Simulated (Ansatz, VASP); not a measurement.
InSb in VASP and in Ansatz

The input INCAR:

```
PREC = Accurate ; ENCUT = 520
EDIFF = 1E-6 ; ISMEAR = -1
SIGMA = 0.03 ; LREAL = False
LASPH = True ; NELM = 80
ALGO = Normal ; ISIF = 2
LWAVE = False ; LCHARG = False
GGA = PE ; NBANDS = 16
```

The input KPOINTS:

```
Automatic mesh
0
Gamma
  10 10 10
```

File POSCAR:

```
InSb
1.0
    0.0000000000      3.3038820000      3.2391000000
    3.3038820000      0.0000000000      3.2391000000
    3.3038820000      3.3038820000      0.0000000000
In Sb
1 1
Direct
    0.0000000000      0.0000000000      0.0000000000
    0.7500000000      0.7500000000      0.7500000000
```

Input for Ansatz:

```yaml
crystal:
  lattice:
    - [0.0, 3.303882, 3.2391]
    - [3.303882, 0.0, 3.2391]
    - [3.303882, 3.303882, 0.0]
  atoms:
    - { symbol: In, position: [0.0, 0.0, 0.0] }
    - { symbol: Sb, position: [0.75, 0.75, 0.75] }
kpoints:
  mp_grid: { grid: [10, 10, 10] }
  band_path:
    path:
      - [0.0, 0.0, 0.0]
      - [0.0, 0.5, 0.5]
      - [0.25, 0.75, 0.5]
      - [0.0, 0.5, 0.0]
      - [0.0, 0.0, 0.0]
      - [0.5, 0.5, 0.0]
      - [0.38005, 0.61995, 0.0]
      - [-0.38005, 0.38005, 0.0]
      - [0.0, 0.0, 0.0]
    npoints: 5
scf:
  occupations: { method: fermi_dirac, width: 0.03 }
hamiltonian:
  xc: pbe
  pseudopotentials: { kind: all_electron, lapw: { basis_error: 0.00025 } }
output:
  forces: true
  stress: true
  eigenvalues: true
```

Change from the starting cell: equal xx and yy strain of +2 %.

Alike in both runs: task single point; functional PBE; k mesh 10 × 10 × 10; occupations fermi-dirac, width 0.03 eV; no spin polarisation.

|  | VASP | Ansatz |
| --- | --- | --- |
| version | VASP 6.6.1 | Ansatz 0.2.0 |
| potentials or method | VASP PAW PBE potentials, release 64 (In_d, Sb), cutoff 520 eV | all-electron LAPW, scalar-relativistic |

```tsv
	VASP	Ansatz	Ansatz less VASP
pressure (GPa)	1.2	1.3	+0.03
traceless stress, the component that is largest in VASP (GPa)	0.33	0.33	-0.001
```

Ansatz ran all-electron here, and VASP with PAW potentials.

Neither program's run includes spin-orbit coupling.
